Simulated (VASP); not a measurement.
# RbBr in VASP: a series of runs

Runs on RbBr. Level: PBE. Tasks: single point.

Program: VASP 6.6.1. These are calculated values, not measurements. Logs are shortened: lines on timing, memory, paths and dates and some standing lists are left out, and cuts for length are marked.

## (1) The cell of the first run

The structure is cubic, space group Fm-3m (No. 225). The conventional cell has a = 6.981 Å, b = 6.981 Å, c = 6.981 Å, α = 90.00°, β = 90.00°, γ = 90.00°. Rb (site symmetry m-3m) has 6 Br at 3.49 Å within 4.6 Å. Br (site symmetry m-3m) has 6 Rb at 3.49 Å within 4.6 Å.

## (2) Single point, PBE

INCAR

```
  PREC = Accurate
  ENCUT = 500
  EDIFF = 1E-6
  ISMEAR = 0
  SIGMA = 0.15
  LREAL = F
  LASPH = T
  NELM = 120
  ALGO = Normal
  ISIF = 2
  LWAVE = F
  LCHARG = F
  GGA = PE
  NBANDS = 15
  GGA_COMPAT = F
```

KPOINTS

```
regular mesh
0
Gamma
  4 4 4
```

POSCAR

```
RbBr
1.0
    0.0000000000      3.4902621402      3.4902621402
    3.4902621402      0.0000000000      3.4902621402
    3.4902621402      3.4902621402      0.0000000000
Rb Br
1 1
Direct
    0.5000000000      0.5000000000      0.5000000000
    0.0000000000      0.0000000000      0.0000000000
```

Potentials or basis: VASP PAW PBE potentials, release 64 (Rb_sv, Br).

Run with:

```sh
cat potpaw_PBE.64/Rb_sv/POTCAR potpaw_PBE.64/Br/POTCAR > POTCAR
mpirun -np 1 vasp_std > vasp.out
```

OUTCAR:

```text
PREC = Accurate
   ENCUT = 500
   EDIFF = 1E-6
   ISMEAR = 0
   LREAL = F
   LASPH = T
   NELM = 120
   ISIF = 2
   GGA = PE

 ion  position               nearest neighbor table
   1  0.500  0.500  0.500-   2 3.49   2 3.49   2 3.49   2 3.49   2 3.49   2 3.49
   2  0.000  0.000  0.000-   1 3.49   1 3.49   1 3.49   1 3.49   1 3.49   1 3.49

  LATTYP: Found a face centered cubic cell.
 ALAT       =     6.9805242804

  Lattice vectors:

 A1 = (   0.0000000000,   3.4902621402,   3.4902621402)
 A2 = (   3.4902621402,   0.0000000000,   3.4902621402)
 A3 = (   3.4902621402,   3.4902621402,   0.0000000000)

Analysis of symmetry for initial positions (statically):
=====================================================================
 Subroutine PRICEL returns:
 Original cell was already a primitive cell.

 Routine SETGRP: Setting up the symmetry group for a
 face centered cubic supercell.

 Subroutine GETGRP returns: Found 48 space group operations
 (whereof 48 operations were pure point group operations)
 out of a pool of 48 trial point group operations.

The static configuration has the point symmetry O_h .

Analysis of symmetry for dynamics (positions and initial velocities):
=====================================================================
 Subroutine PRICEL returns:
 Original cell was already a primitive cell.

 Routine SETGRP: Setting up the symmetry group for a
 face centered cubic supercell.

 Subroutine GETGRP returns: Found 48 space group operations
 (whereof 48 operations were pure point group operations)
 out of a pool of 48 trial point group operations.

The dynamic configuration has the point symmetry O_h .

 Subroutine INISYM returns: Found 48 space group operations
 (whereof 48 operations are pure point group operations),
 and found     1 'primitive' translations

----------------------------------------------------------------------------------------

                                     Primitive cell

  volume of cell :      85.0363

  direct lattice vectors                    reciprocal lattice vectors
     0.000000000  3.490262140  3.490262140    -0.143255715  0.143255715  0.143255715
     3.490262140  0.000000000  3.490262140     0.143255715 -0.143255715  0.143255715
     3.490262140  3.490262140  0.000000000     0.143255715  0.143255715 -0.143255715

  length of vectors
     4.935976055  4.935976055  4.935976055     0.248126178  0.248126178  0.248126178
[... 72 lines left out ...]
   POTIM  = 0.5000    time-step for ionic-motion
   TEBEG  =    0.0;   TEEND  =   0.0 temperature during run
   PSTRESS=    0.0 pullay stress
   NELECT =      16.0000    total number of electrons
   NUPDOWN=      -1.0000    fix difference up-down
   EMIN   =  10.00;   EMAX   =-10.00  energy-range for DOS
   EFERMI =   0.00;   METHOD = LEGACY
   ISMEAR =     0;   SIGMA  =   0.15  broadening in eV -4-tet -1-fermi 0-gaus
   EFERMI_NEDOS =   21; number of points for ismear=-14 and -15
   IALGO  =     38    algorithm
   IMIX   =      4    mixing-type and parameters
     AMIX     =   0.40;   BMIX     =  1.00
     AMIX_MAG =   1.60;   BMIX_MAG =  1.00
  volume/ion in A,a.u.               =      42.52       286.93
  Fermi-wavevector in a.u.,A,eV,Ry     =   0.938095  1.772742 11.973427  0.880022
  Thomas-Fermi vector in A             =   2.065272
   LORBIT       =      0    0 simple, 1 ext, 2 COOP (PROOUT), +10 PAW based schemes
   GGA     = PE    functional components
   LHFCALC =     F    Hartree Fock is set to
   AEXX    =    0.0000 exact exchange contribution
   IVDW    =     0    specifies the selected vdW correction
   LEPSILON=     F    determine dielectric tensor
   LRPA    =     F    only Hartree local field effects (RPA)
 non-spin polarized calculation
 Gauss-broadening in eV      SIGMA  =   0.15
  energy-cutoff  :      500.00
  volume of cell :       85.04
 maximum number of plane-waves:      2180
   NGX = 17   NGY = 17   NGZ = 17

 number of electron      15.9999999 magnetization

 Free energy of the ion-electron system (eV)
  ---------------------------------------------------
  ext. energy  EPLUGINS =         0.00000000
  ---------------------------------------------------
  free energy    TOTEN  =        -6.11433038 eV

  energy without entropy =       -6.11433038  energy(sigma->0) =       -6.11433038

 E-fermi :  -1.1972     XC(G=0):  -7.0188

 val. band max:       -1.9509696932   @ k =   0.0000   0.0000   0.0000
 cond. band min:       2.2754103307   @ k =   0.0000   0.0000   0.0000
 fundamental gap:      4.2263800239
 Fermi energy:        -1.1972415482

 k-point     1 :       0.0000    0.0000    0.0000
  band No.  band energies     occupation
      1     -26.4844      2.00000
      2     -14.0798      2.00000
      3     -10.5566      2.00000
      4     -10.5566      2.00000
      5     -10.5566      2.00000
      6      -1.9510      2.00000
      7      -1.9510      2.00000
      8      -1.9510      2.00000
      9       2.2754      0.00000
     10       5.3081      0.00000
     11       5.3081      0.00000
     12       5.3081      0.00000
     13       6.1590      0.00000
     14       6.1590      0.00000
[... 113 lines left out ...]
      2     -14.0550      2.00000
      3     -10.6585      2.00000
      4     -10.6585      2.00000
      5     -10.5440      2.00000
      6      -2.3917      2.00000
      7      -2.2849      2.00000
      8      -2.2849      2.00000
      9       5.0706      0.00000
     10       5.0706      0.00000
     11       6.0831      0.00000
     12       6.4395      0.00000
     13       8.6855      0.00000
     14       8.6994      0.00000
     15       8.7787      0.00000

------------------------ aborting loop because EDIFF is reached ----------------------------------------

  FORCE on cell =-STRESS in cart. coord.  units (eV):
  Direction    XX          YY          ZZ          XY          YZ          ZX
  --------------------------------------------------------------------------------------
  -------------------------------------------------------------------------------------
  Total        0.1133013      0.1133013      0.1133013     -0.0000000     -0.0000000      0.0000000
  in kB        2.1347225      2.1347225      2.1347225     -0.0000000     -0.0000000      0.0000000
  external PRESSURE =       2.1347225 kB  Pullay stress =       0.0000000 kB

 VOLUME and BASIS-vectors are now :
 -----------------------------------------------------------------------------
  energy-cutoff  :      500.00
  volume of cell :       85.04
      direct lattice vectors                 reciprocal lattice vectors
     0.000000000  3.490262140  3.490262140    -0.143255715  0.143255715  0.143255715
     3.490262140  0.000000000  3.490262140     0.143255715 -0.143255715  0.143255715
     3.490262140  3.490262140  0.000000000     0.143255715  0.143255715 -0.143255715

 POSITION                                       TOTAL-FORCE (eV/Angst)
 -----------------------------------------------------------------------------------
      3.49026      3.49026      3.49026         0.000000      0.000000      0.000000
      0.00000      0.00000      0.00000        -0.000000     -0.000000      0.000000
 -----------------------------------------------------------------------------------
    total drift:                                0.000000      0.000000      0.000000

  FREE ENERGIE OF THE ION-ELECTRON SYSTEM (eV)
  ---------------------------------------------------
  free  energy   TOTEN  =        -6.1143303780 eV

  energy  without entropy=       -6.1143303780  energy(sigma->0) =       -6.11433038
```

Wall time 9.9 s (1 thread of Intel Xeon Platinum 8488C (Sapphire Rapids), shared host); peak memory 0.2 GiB.

What came out:

```yaml
Free_energy: -6.1143 eV
Pressure: 0.2 GPa
Band_gap_on_the_k_mesh: 4.23 eV, direct
```

## (3) Single point, PBE

This run uses another cell than the first one, of 43.04 Å³/atom, 1.012 times its volume.

INCAR

```
PREC     = Accurate       # precision mode
ENCUT    = 500            # plane-wave cutoff, eV
EDIFF    = 1E-6           # SCF threshold, eV
ISMEAR   = 0              # smearing method
SIGMA    = 0.1            # smearing width, eV
LREAL    = F              # projectors in reciprocal space
LASPH    = T              # aspherical terms in the spheres
NELM     = 120            # most SCF steps
ALGO     = Normal         # electronic algorithm
ISIF     = 2              # what is computed and relaxed
LWAVE    = F              # write WAVECAR
LCHARG   = T              # write CHGCAR
GGA      = PE             # functional
LELF     = T              # ELF
LVHAR    = T            
NBANDS   = 15             # bands
GGA_COMPAT= F
```

KPOINTS

```
Automatic mesh
0
Gamma
  4 4 4
```

POSCAR

```
RbBr
1.0
    0.0000000000      3.5046109457      3.5046109457
    3.5046109457      0.0000000000      3.5046109457
    3.5046109457      3.5046109457      0.0000000000
Rb Br
1 1
Direct
    0.5000000000      0.5000000000      0.5000000000
    0.0000000000      0.0000000000      0.0000000000
```

Potentials or basis: VASP PAW PBE potentials, release 64 (Rb_sv, Br).

Run with:

```sh
cat potpaw_PBE.64/Rb_sv/POTCAR potpaw_PBE.64/Br/POTCAR > POTCAR
mpirun -np 1 vasp_std > vasp.out
```

It took 13 s on 1 thread of Intel Xeon Platinum 8488C (Sapphire Rapids), shared host; peak memory 0.2 GiB.

Results (log left out):

```yaml
Free_energy: -6.1153 eV
Pressure: 0.1 GPa
Band_gap_on_the_k_mesh: 4.20 eV, direct
```

Levels at points of the mesh, in eV from the valence-band top:
```
           k point  band 6  band 7  band 8  band 9  band 10  band 11
(0.00, 0.00, 0.00)    0.00    0.00    0.00    4.20     7.25     7.25
(0.50, 0.00, 0.00)   -0.88   -0.30   -0.30    6.64     7.48     9.28
(0.50, 0.50, 0.00)   -0.45   -0.15   -0.15    5.67     6.88     8.86
```

A hybrid or GW would open this gap; PBE tends to underestimate it.

(Continued in part 2 of 2.)
